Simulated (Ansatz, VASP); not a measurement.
# One calculation of In3Cu, two programs

```
In Cu
1.0
     4.48277    0.00000    0.00000
     0.00000    4.48277    0.00000
     0.00000    0.00000    4.48277
In Cu
3 1
Direct
  0.00000 0.50000 0.50000
  0.50000 0.00000 0.50000
  0.50000 0.50000 0.00000
  0.00000 0.00000 0.00000
```

Alike in both runs: task single point; functional PBE; k mesh 1 × 1 × 1; occupations gaussian, width 0.1 eV; collinear spin.

|  | VASP | Ansatz |
| --- | --- | --- |
| version | VASP 6.6.1 | Ansatz 0.2.0 |
| potentials or method | VASP PAW PBE potentials, release 64 (In_d, Cu) | scalar-relativistic, plane waves, PAW |
| plane-wave cutoff (eV) | 600 | 420 |
| valence electrons in the cell | 50 | 58 |

VASP gave:

```
gap on the k mesh at the Fermi level (eV)                     : 0.59
least direct gap on the mesh (eV)                             : 0.59
pressure (GPa)                                                : 2.5
net moment per atom (μB)                                      : 0.50
size of the moment on the site where the two differ most (μB) : 0.43
```

What did Ansatz give for the same quantities?

gap on the k mesh at the Fermi level (eV): 0.59; least direct gap on the mesh (eV): 0.59; pressure (GPa): 2.4; net moment per atom (μB): 0.50; size of the moment on the site where the two differ most (μB): 0.44.

Site moments also hang on the region over which each program counts them. With one functional, cell and mesh, what is left measures potentials, basis and numerics. VASP's potentials hold 50 valence electrons a cell and Ansatz's 58, so a difference there can come from the potentials and not from the codes. Ansatz's warnings: no starting moments, stability check not made.

The k mesh is coarse, so the values compare programs but aren't converged.
